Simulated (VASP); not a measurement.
# HfN in VASP: a series of runs

Runs on HfN. Level: r2SCAN. Tasks: single point.

Everything below comes from runs of VASP 6.6.1. Logs are shortened: lines on timing, memory, paths and dates and some standing lists are left out, and cuts for length are marked.

### Step 1. The cell of the first run

The structure is tetragonal, space group I-4m2 (No. 119). The conventional cell has a = 3.459 Å, b = 3.459 Å, c = 4.745 Å, α = 90.00°, β = 90.00°, γ = 90.00°. Hf (site symmetry -4m2) has 4 N at 2.10 Å within 2.8 Å. Within 2.8 Å of N (site symmetry -4m2) lie 4 Hf at 2.10 Å.

### Step 2. Single point, r2SCAN (strain +0.000 along x and y, -0.030 along z)

Input file POSCAR:

```
HfN
1.0
    0.0000000000      2.4458088209      2.3724345563
    2.4458088209      0.0000000000      2.3724345563
    2.4458088209      2.4458088209      0.0000000000
Hf N
1 1
Direct
    0.0000000000      0.0000000000      0.0000000000
    0.7500000000      0.7500000000      0.7500000000
```

Input file INCAR.step1:

```
SYSTEM = HfN
PREC = Accurate
ENCUT = 520
ISMEAR = 0
SIGMA = 0.15
LREAL = .FALSE.
LASPH = .TRUE.
NELM = 100
NBANDS = 14
GGA = PE
ALGO = Normal
EDIFF = 1E-4
LWAVE = .TRUE.
LCHARG = .FALSE.
```

Input file INCAR.step2:

```
SYSTEM = HfN
PREC = Accurate
ENCUT = 520
EDIFF = 1E-6
ISMEAR = 0
SIGMA = 0.15
LREAL = .FALSE.
LASPH = .TRUE.
NELM = 100
ALGO = Normal
ISIF = 2
LWAVE = .FALSE.
LCHARG = .FALSE.
METAGGA = R2SCAN
LMIXTAU = .TRUE.
NBANDS = 14
ISTART = 1
```

Input file KPOINTS:

```
Automatic mesh
0
G
  22 22 22
  0 0 0
```

Potentials or basis: VASP PAW PBE potentials, release 64 (Hf_pv, N).

Launch:

```sh
cat potpaw_PBE.64/Hf_pv/POTCAR potpaw_PBE.64/N/POTCAR > POTCAR
cp INCAR.step1 INCAR
mpirun -np 1 vasp_std > vasp.out
cp INCAR.step2 INCAR
mpirun -np 1 vasp_std > vasp.out
```

OUTCAR:

```text
SYSTEM = HfN
   PREC = Accurate
   ENCUT = 520
   EDIFF = 1E-6
   ISMEAR = 0
   LREAL = .FALSE.
   LASPH = .TRUE.
   NELM = 100
   ISIF = 2
   METAGGA = R2SCAN
   ISTART = 1

 ion  position               nearest neighbor table
   1  0.000  0.000  0.000-   2 2.10   2 2.10   2 2.10   2 2.10
   2  0.750  0.750  0.750-   1 2.10   1 2.10   1 2.10   1 2.10

  LATTYP: Found a body centered tetragonal cell.
 ALAT       =     3.4588960055
 C/A-ratio  =     1.3717871555

  Lattice vectors:

 A1 = (   0.0000000000,  -2.4458088209,  -2.3724345563)
 A2 = (   0.0000000000,   2.4458088209,  -2.3724345563)
 A3 = (   2.4458088209,   0.0000000000,   2.3724345563)

Analysis of symmetry for initial positions (statically):
=====================================================================
 Subroutine PRICEL returns:
 Original cell was already a primitive cell.

 Routine SETGRP: Setting up the symmetry group for a
 body centered tetragonal supercell.

 Subroutine GETGRP returns: Found  8 space group operations
 (whereof  8 operations were pure point group operations)
 out of a pool of 16 trial point group operations.

The static configuration has the point symmetry D_2d.

Analysis of symmetry for dynamics (positions and initial velocities):
=====================================================================
 Subroutine PRICEL returns:
 Original cell was already a primitive cell.

 Routine SETGRP: Setting up the symmetry group for a
 body centered tetragonal supercell.

 Subroutine GETGRP returns: Found  8 space group operations
 (whereof  8 operations were pure point group operations)
 out of a pool of 16 trial point group operations.

The dynamic configuration has the point symmetry D_2d.

 Subroutine INISYM returns: Found  8 space group operations
 (whereof  8 operations are pure point group operations),
 and found     1 'primitive' translations

----------------------------------------------------------------------------------------

                                     Primitive cell

  volume of cell :      28.3837

  direct lattice vectors                    reciprocal lattice vectors
     0.000000000  2.445808821  2.372434556    -0.204431350  0.204431350  0.210753969
     2.445808821  0.000000000  2.372434556     0.204431350 -0.204431350  0.210753969
     2.445808821  2.445808821  0.000000000     0.204431350  0.204431350 -0.210753969

  length of vectors
     3.407407594  3.407407594  3.458896005     0.357773098  0.357773098  0.357773098

  position of ions in fractional coordinates (direct lattice)
     0.000000000  0.000000000  0.000000000
     0.750000000  0.750000000  0.750000000

  ion indices of the primitive-cell ions
   primitive index   ion index
                 1           1
                 2           2

----------------------------------------------------------------------------------------

 KPOINTS: Automatic mesh

Automatic generation of k-mesh.
 Grid dimensions read from file:
 generate k-points for:   22   22   22

 Generating k-lattice:

  Cartesian coordinates                     Fractional coordinates (reciprocal lattice)
    -0.009292334  0.009292334  0.009579726     0.045454545  0.000000000  0.000000000
     0.009292334 -0.009292334  0.009579726     0.000000000  0.045454545  0.000000000
     0.009292334  0.009292334 -0.009579726    -0.000000000 -0.000000000  0.045454545

  Length of vectors
     0.016262414  0.016262414  0.016262414

  Shift w.r.t. Gamma in fractional coordinates (k-lattice)
     0.000000000  0.000000000  0.000000000

 Subroutine IBZKPT returns following result:
 ===========================================

 Found    834 irreducible k-points:

 Following reciprocal coordinates:
            Coordinates               Weight
  0.000000  0.000000  0.000000      1.000000
  0.045455 -0.000000  0.000000      8.000000
  0.090909 -0.000000  0.000000      8.000000
  0.136364 -0.000000  0.000000      8.000000
  0.181818 -0.000000  0.000000      8.000000
  0.227273 -0.000000  0.000000      8.000000
[... 16 lines left out ...]
  0.500000  0.045455  0.000000      8.000000
 -0.454545  0.045455  0.000000      8.000000
 [... further k-points ...]
   k-points           NKPTS =    834   k-points in BZ     NKDIM =    834   number of bands    NBANDS=     14
   number of dos      NEDOS =    301   number of ions     NIONS =      2
   total plane-waves  NPLWV =  21952
   dimension x,y,z NGX =    28 NGY =   28 NGZ =   28
   dimension x,y,z NGXF=    56 NGYF=   56 NGZF=   56
   ions per type =               1   1
   NGX,Y,Z   is equivalent  to a cutoff of  13.66, 13.66, 13.46 a.u.
   NGXF,Y,Z  is equivalent  to a cutoff of  27.32, 27.32, 26.92 a.u.
 SYSTEM =  HfN
   PREC   = accura    normal or accurate (medium, high low for compatibility)
   ISTART =      1    job   : 0-new  1-cont  2-samecut
   ICHARG =      0    charge: 1-file 2-atom 10-const
   ISPIN  =      1    spin polarized calculation?
   LNONCOLLINEAR =      F non collinear calculations
[... 26 lines left out ...]
  Fermi-wavevector in a.u.,A,eV,Ry     =   1.323576  2.501196 23.835407  1.751853
  Thomas-Fermi vector in A             =   2.453174
   LORBIT       =      0    0 simple, 1 ext, 2 COOP (PROOUT), +10 PAW based schemes
   METAGGA = R2SCAN    functional components
   LHFCALC =     F    Hartree Fock is set to
   AEXX    =    0.0000 exact exchange contribution
   IVDW    =     0    specifies the selected vdW correction
   LEPSILON=     F    determine dielectric tensor
   LRPA    =     F    only Hartree local field effects (RPA)
 non-spin polarized calculation
 Gauss-broadening in eV      SIGMA  =   0.15
  energy-cutoff  :      520.00
  volume of cell :       28.38
 maximum number of plane-waves:       783
 NGX is ok and might be reduce to    28
   NGX = 13   NGY = 13   NGZ = 13

 number of electron      15.0000001 magnetization

 Free energy of the ion-electron system (eV)
  ---------------------------------------------------
  ext. energy  EPLUGINS =         0.00000000
  ---------------------------------------------------
  free energy    TOTEN  =       -57.69854483 eV

  energy without entropy =      -57.69210147  energy(sigma->0) =      -57.69532315

 E-fermi :   6.1357     XC(G=0): -12.1658

 val. band max:        6.1277473926   @ k =   0.4091   0.2727   0.0909
 cond. band min:       6.1361981659   @ k =  -0.4545   0.1364   0.2727
 fundamental gap:      0.0084507733
 Fermi energy:         6.1357307956

 k-point     1 :       0.0000    0.0000    0.0000
  band No.  band energies     occupation
      1     -26.0983      2.00000
      2     -26.0914      2.00000
      3     -26.0914      2.00000
      4     -11.3493      2.00000
      5       0.0682      2.00000
      6       0.0682      2.00000
      7       0.1557      2.00000
      8       5.5215      2.00000
      9       8.4614      0.00000
     10       8.8711      0.00000
     11      13.1142      0.00000
     12      13.1142      0.00000
     13      13.6446      0.00000
     14      17.5090      0.00000

 k-point     2 :       0.0455   -0.0000    0.0000
  band No.  band energies     occupation
      1     -26.1074      2.00000
      2     -26.0961      2.00000
      3     -26.0931      2.00000
      4     -11.3221      2.00000
      5       0.0328      2.00000
      6       0.0844      2.00000
      7       0.1587      2.00000
      8       5.6441      2.00000
      9       8.4233      0.00000
     10       8.8243      0.00000
     11      13.0924      0.00000
     12      13.1790      0.00000
     13      13.6604      0.00000
     14      17.5089      0.00000

 k-point     3 :       0.0909   -0.0000    0.0000
  band No.  band energies     occupation
      1     -26.1430      2.00000
      2     -26.1009      2.00000
      3     -26.0982      2.00000
      4     -11.2433      2.00000
      5      -0.0865      2.00000
      6       0.1311      2.00000
      7       0.2002      2.00000
      8       5.9847      1.84546
      9       8.3263      0.00000
     10       8.7036      0.00000
     11      12.9818      0.00000
     12      13.3468      0.00000
     13      13.7425      0.00000
     14      17.5089      0.00000
[... 324 lines left out ...]
 k-point    23 :       0.5000    0.0455    0.0000
  band No.  band energies     occupation
      1     -26.6677      2.00000
      2     -26.1793      2.00000
      3     -26.1697      2.00000
      4     -10.1826      2.00000
      5      -0.0567      2.00000
      6       0.6976      2.00000
      7       0.8110      2.00000
      8       7.6443      0.00000
      9       9.0991      0.00000
     10       9.2529      0.00000
     11      11.0502      0.00000
     12      11.8508      0.00000
     13      12.0657      0.00000
     14      16.4435      0.00000

 k-point    24 :      -0.4545    0.0455    0.0000
  band No.  band energies     occupation
      1     -26.6633      2.00000
      2     -26.1768      2.00000
      3     -26.1714      2.00000
      4     -10.1886      2.00000
      5      -0.0641      2.00000
      6       0.6894      2.00000
      7       0.8128      2.00000
      8       7.6612      0.00000
      9       9.0484      0.00000
     10       9.1767      0.00000
     11      11.0788      0.00000
     12      12.0113      0.00000
     13      12.0556      0.00000
     14      16.3693      0.00000

 [... further k-points ...]
[... 5 lines left out ...]
  --------------------------------------------------------------------------------------
  -------------------------------------------------------------------------------------
  Total        0.6463370      0.6463370      1.4990338      0.0000000      0.0000000      0.0000000
  in kB       36.4838254     36.4838254     84.6160521      0.0000000      0.0000000      0.0000000
  external PRESSURE =      52.5279009 kB  Pullay stress =       0.0000000 kB

 VOLUME and BASIS-vectors are now :
 -----------------------------------------------------------------------------
  energy-cutoff  :      520.00
  volume of cell :       28.38
      direct lattice vectors                 reciprocal lattice vectors
     0.000000000  2.445808821  2.372434556    -0.204431350  0.204431350  0.210753969
     2.445808821  0.000000000  2.372434556     0.204431350 -0.204431350  0.210753969
     2.445808821  2.445808821  0.000000000     0.204431350  0.204431350 -0.210753969

 POSITION                                       TOTAL-FORCE (eV/Angst)
 -----------------------------------------------------------------------------------
      0.00000      0.00000      0.00000        -0.000000     -0.000000      0.000000
      3.66871      3.66871      3.55865         0.000000      0.000000      0.000000
 -----------------------------------------------------------------------------------
    total drift:                               -0.000000     -0.000000     -0.000001

  FREE ENERGIE OF THE ION-ELECTRON SYSTEM (eV)
  ---------------------------------------------------
  free  energy   TOTEN  =       -57.6985448293 eV

  energy  without entropy=      -57.6921014687  energy(sigma->0) =      -57.69532315
```

Wall time 8.9 min (1 thread of Intel Xeon 6975P-C (Granite Rapids), shared host); peak memory 0.45 GiB.

Results:

```yaml
Free_energy: -57.6985 eV
Pressure: 5.3 GPa
```

Levels at points of the mesh, in eV from the Fermi level:
| k point | band 4 | band 5 | band 6 | band 7 | band 8 | band 9 | band 10 | band 11 | band 12 | band 13 |
| --- | --- | --- | --- | --- | --- | --- | --- | --- | --- | --- |
| (0.00, 0.00, 0.00) | -17.49 | -6.07 | -6.07 | -5.98 | -0.61 | 2.33 | 2.74 | 6.98 | 6.98 | 7.51 |
| (0.50, 0.00, 0.00) | -16.33 | -6.20 | -5.46 | -5.30 | 1.60 | 3.08 | 3.11 | 4.78 | 5.70 | 5.75 |
| (0.50, 0.50, 0.00) | -15.97 | -7.40 | -4.08 | -4.08 | -1.18 | 2.63 | 4.51 | 5.06 | 5.06 | 11.37 |
| (0.50, 0.00, 0.50) | -15.92 | -7.47 | -4.04 | -3.94 | -1.39 | 2.51 | 4.56 | 5.03 | 5.08 | 11.20 |

Caveat: the cell differs from its parent crystal (strain +0.000 along x and y, -0.030 along z); the PAW data sets were made with another functional, which shifts forces and pressure a little; spin-orbit coupling is left out, which moves the levels of the heavy elements.

### Step 3. Single point, r2SCAN (strain -0.030 along x and y, -0.030 along z)

Input file POSCAR:

```
HfN
1.0
    0.0000000000      2.3724345563      2.3724345563
    2.3724345563      0.0000000000      2.3724345563
    2.3724345563      2.3724345563      0.0000000000
Hf N
1 1
Direct
    0.0000000000      0.0000000000      0.0000000000
    0.7500000000      0.7500000000      0.7500000000
```

Input file INCAR.step1:

```
PREC = Accurate ; ENCUT = 520
ISMEAR = 0 ; SIGMA = 0.15
LREAL = F ; LASPH = T
NELM = 100 ; NBANDS = 14
GGA = PE ; ALGO = Normal
EDIFF = 1E-4 ; LWAVE = T
LCHARG = F
```

Input file INCAR.step2:

```
PREC = Accurate ; ENCUT = 520
EDIFF = 1E-6 ; ISMEAR = 0
SIGMA = 0.15 ; LREAL = F
LASPH = T ; NELM = 100
ALGO = Normal ; ISIF = 2
LWAVE = F ; LCHARG = T
METAGGA = R2SCAN ; LMIXTAU = T
LELF = T ; LVHAR = T
NBANDS = 14 ; ISTART = 1
```

Input file KPOINTS:

```
Automatic mesh
0
Gamma
  22 22 22
```

Potentials or basis: VASP PAW PBE potentials, release 64 (Hf_pv, N).

Launch:

```sh
cat potpaw_PBE.64/Hf_pv/POTCAR potpaw_PBE.64/N/POTCAR > POTCAR
cp INCAR.step1 INCAR
mpirun -np 1 vasp_std > vasp.out
cp INCAR.step2 INCAR
mpirun -np 1 vasp_std > vasp.out
```

It took 4.8 min on 1 thread of Intel Xeon 6975P-C (Granite Rapids), shared host; peak memory 0.27 GiB.

Results (log left out):

* Free energy: -57.5704 eV
* Pressure: 21.3 GPa

Levels at points of the mesh, in eV from the Fermi level:
```tsv
k point	band 4	band 5	band 6	band 7	band 8	band 9	band 10	band 11
(0.00, 0.00, 0.00)	-17.80	-6.35	-6.35	-6.35	-0.45	2.69	2.69	7.59
(0.50, 0.00, 0.00)	-16.50	-6.30	-5.63	-5.63	1.73	3.30	3.30	5.07
(0.50, 0.50, 0.00)	-16.05	-7.80	-4.07	-4.07	-1.34	2.78	4.86	5.44
```

Caveat: the cell differs from its parent crystal (strain -0.030 along x and y, -0.030 along z); the PAW data sets were made with another functional, which shifts forces and pressure a little; spin-orbit coupling is left out, which moves the levels of the heavy elements.

### Step 4. Single point, r2SCAN (strain -0.030 along x and y, +0.000 along z)

Input file POSCAR:

```
HfN
1.0
    0.0000000000      2.3724345563      2.4458088209
    2.3724345563      0.0000000000      2.4458088209
    2.3724345563      2.3724345563      0.0000000000
Hf N
1 1
Direct
    0.0000000000      0.0000000000      0.0000000000
    0.7500000000      0.7500000000      0.7500000000
```

Input file INCAR.step1:

```
  PREC = Accurate
  ENCUT = 520
  ISMEAR = 0
  SIGMA = 0.15
  LREAL = False
  LASPH = True
  NELM = 60
  NBANDS = 14
  GGA = PE
  ALGO = Normal
  EDIFF = 1E-4
  LWAVE = True
  LCHARG = False
```

Input file INCAR.step2:

```
  PREC = Accurate
  ENCUT = 520
  EDIFF = 1E-6
  ISMEAR = 0
  SIGMA = 0.15
  LREAL = False
  LASPH = True
  NELM = 60
  ALGO = Normal
  ISIF = 2
  LWAVE = False
  LCHARG = True
  METAGGA = R2SCAN
  LMIXTAU = True
  LELF = True
  LVHAR = True
  NBANDS = 14
  ISTART = 1
```

KPOINTS is that of step 3.

Launch:

```sh
cat potpaw_PBE.64/Hf_pv/POTCAR potpaw_PBE.64/N/POTCAR > POTCAR
cp INCAR.step1 INCAR
mpirun -np 1 vasp_std > vasp.out
cp INCAR.step2 INCAR
mpirun -np 1 vasp_std > vasp.out
```

It took 13 min on 1 thread of Intel Xeon 6975P-C (Granite Rapids), shared host; peak memory 0.44 GiB.

It converged, with:

```yaml
Free_energy: -57.6497 eV
Pressure: 12.7 GPa
```

Stress tensor (GPa, compression positive):
```
14.50  0.00  0.00
 0.00 14.50  0.00
 0.00  0.00  9.25
```

Levels at points of the mesh, in eV from the Fermi level:
| k point | band 6 | band 7 | band 8 | band 9 | band 10 | band 11 |
| --- | --- | --- | --- | --- | --- | --- |
| (0.00, 0.00, 0.00) | -6.16 | -6.16 | -0.54 | 2.39 | 2.82 | 6.99 |
| (0.50, 0.00, 0.00) | -5.59 | -5.42 | 1.66 | 3.16 | 3.23 | 4.90 |
| (0.50, 0.50, 0.00) | -3.99 | -3.99 | -1.48 | 2.60 | 4.70 | 5.22 |
| (0.50, 0.00, 0.50) | -4.13 | -4.03 | -1.27 | 2.66 | 4.72 | 5.21 |

Caveat: the cell differs from its parent crystal (strain -0.030 along x and y, +0.000 along z); the PAW data sets were made with another functional, which shifts forces and pressure a little; spin-orbit coupling is left out, which moves the levels of the heavy elements.

### Step 5. Single point, r2SCAN (strain -0.030 along x and y, +0.030 along z)

Input file POSCAR:

```
HfN
1.0
    0.0000000000      2.3724345563      2.5191830855
    2.3724345563      0.0000000000      2.5191830855
    2.3724345563      2.3724345563      0.0000000000
Hf N
1 1
Direct
    0.0000000000      0.0000000000      0.0000000000
    0.7500000000      0.7500000000      0.7500000000
```

Input file INCAR.step1:

```
  PREC = Accurate
  ENCUT = 520
  ISMEAR = 0
  SIGMA = 0.15
  LREAL = F
  LASPH = T
  NELM = 80
  NBANDS = 14
  GGA = PE
  ALGO = Normal
  EDIFF = 1E-4
  LWAVE = T
  LCHARG = F
```

Input file INCAR.step2:

```
  PREC = Accurate
  ENCUT = 520
  EDIFF = 1E-6
  ISMEAR = 0
  SIGMA = 0.15
  LREAL = F
  LASPH = T
  NELM = 80
  ALGO = Normal
  ISIF = 2
  LWAVE = F
  LCHARG = T
  METAGGA = R2SCAN
  LMIXTAU = T
  LELF = T
  LVHAR = T
  NBANDS = 14
  ISTART = 1
```

Input file KPOINTS:

```
regular mesh
0
Gamma
  22 22 22
```

Launch:

```sh
cat potpaw_PBE.64/Hf_pv/POTCAR potpaw_PBE.64/N/POTCAR > POTCAR
cp INCAR.step1 INCAR
mpirun -np 1 vasp_std > vasp.out
cp INCAR.step2 INCAR
mpirun -np 1 vasp_std > vasp.out
```

Wall time 13 min (1 thread of Intel Xeon 6975P-C (Granite Rapids), shared host); peak memory 0.45 GiB.

The run converged. Its results:

```yaml
Free_energy: -57.6691 eV
Pressure: 5.3 GPa
```

Stress tensor (GPa, compression positive):
```
 8.89  0.00  0.00
 0.00  8.89  0.00
 0.00  0.00 -1.94
```

Levels at points of the mesh, in eV from the Fermi level:
```
           k point  band 5  band 6  band 7  band 8  band 9  band 10  band 11  band 12
(0.00, 0.00, 0.00)   -6.16   -5.97   -5.97   -0.64    2.12     2.93     6.41     7.49
(0.50, 0.00, 0.00)   -6.22   -5.56   -5.21    1.56    3.02     3.19     4.67     5.71
(0.50, 0.50, 0.00)   -7.54   -3.89   -3.89   -1.59    2.42     4.54     5.01     5.01
(0.50, 0.00, 0.50)   -7.41   -4.20   -4.00   -1.19    2.46     4.65     4.99     5.16
```

Caveat: the cell differs from its parent crystal (strain -0.030 along x and y, +0.030 along z); the PAW data sets were made with another functional, which shifts forces and pressure a little; spin-orbit coupling is left out, which moves the levels of the heavy elements.

### Step 6. The runs side by side

| cell | gap on the mesh (eV) | pressure (GPa) |
| --- | --- | --- |
| a = 3.407, b = 3.407, c = 3.459 Å, angles 59.5, 59.5, 61.0°, 2 atoms | none | 5.3 |
| a = 3.355 Å, angles 60.0°, 2 atoms | none | 21.3 |
| a = 3.407, b = 3.407, c = 3.355 Å, angles 60.5, 60.5, 59.0°, 2 atoms | none | 12.7 |
| a = 3.460, b = 3.460, c = 3.355 Å, angles 61.0, 61.0, 58.0°, 2 atoms | none | 5.3 |

Alike in all rows: task single point; level r2SCAN; potentials or basis VASP PAW PBE potentials, release 64 (Hf_pv, N); no spin polarisation; k mesh 22 × 22 × 22; cutoff (eV) 520; smearing gaussian 0.15 eV.

Caveats: the PAW data sets were made with another functional, which shifts forces and pressure a little; spin-orbit coupling is left out, which moves the levels of the heavy elements.

Absolute energies hang on the potentials; compare differences alone.
